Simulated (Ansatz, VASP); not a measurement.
**Ti in VASP and in Ansatz**

```xyz
2
Lattice="3.0165 0.0000 0.0000 -1.5082 2.6123 0.0000 0.0000 0.0000 4.5910" Properties=species:S:1:pos:R:3 pbc="T T T"
Ti    0.0000    1.7415    1.1477
Ti    1.5082    0.8708    3.4432
```

Change from the starting cell: strain +0.040 along x and y, +0.000 along z, atoms carried along.

Alike in both runs: task single point; functional PBEsol; k mesh 24 × 24 × 14; occupations gaussian, width 0.15 eV; no spin polarisation.

```csv
,VASP,Ansatz
version,VASP 6.6.1,Ansatz 0.2.0
potentials or method,"VASP PAW PBE potentials, release 64 (Ti_sv), cutoff 520 eV","scalar-relativistic, plane waves, PAW"
valence electrons in the cell,24,24
```

```csv
,VASP,Ansatz,Ansatz less VASP
gap on the k mesh at the Fermi level (eV),none,none,-
pressure (GPa),-8.3,-8.0,+0.25
"traceless stress, the component that is largest in VASP (GPa)",2.40,2.42,+0.017
```

VASP's potentials were made for PBE, not for PBEsol. A gap of «none» marks a metal or a gap that the smearing closes.
